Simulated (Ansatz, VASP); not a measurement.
**Ir: VASP beside Ansatz**

```
Ir
1.0
     0.00000    2.14502    1.57509
     2.14502    0.00000    1.57509
     2.14502    2.14502    0.00000
Ir
1
Direct
  0.00000 0.00000 0.00000
```

Alike in both runs: task single point; functional PBE; k mesh 22 × 22 × 22; occupations gaussian, width 0.15 eV; no spin polarisation.

```csv
,VASP,Ansatz
version,VASP 6.6.1,Ansatz 0.2.0
potentials or method,"VASP PAW PBE potentials, release 64 (Ir), cutoff 520 eV","scalar-relativistic, plane waves, PAW"
valence electrons in the cell,9,17
```

VASP gave:

| Item | Value |
| --- | --- |
| gap on the k mesh at the Fermi level (eV) | none |
| pressure (GPa) | 12.6 |
| traceless stress, the component that is largest in VASP (GPa) | 15.39 |

Which values does Ansatz return?

gap on the k mesh at the Fermi level (eV): none; pressure (GPa): 11.9; traceless stress, the component that is largest in VASP (GPa): 15.71.

A gap of «none» marks a metal or a gap that the smearing closes. VASP's potentials hold 9 valence electrons a cell and Ansatz's 17, so a difference there can come from the potentials and not from the codes.

Neither program's run includes spin-orbit coupling.
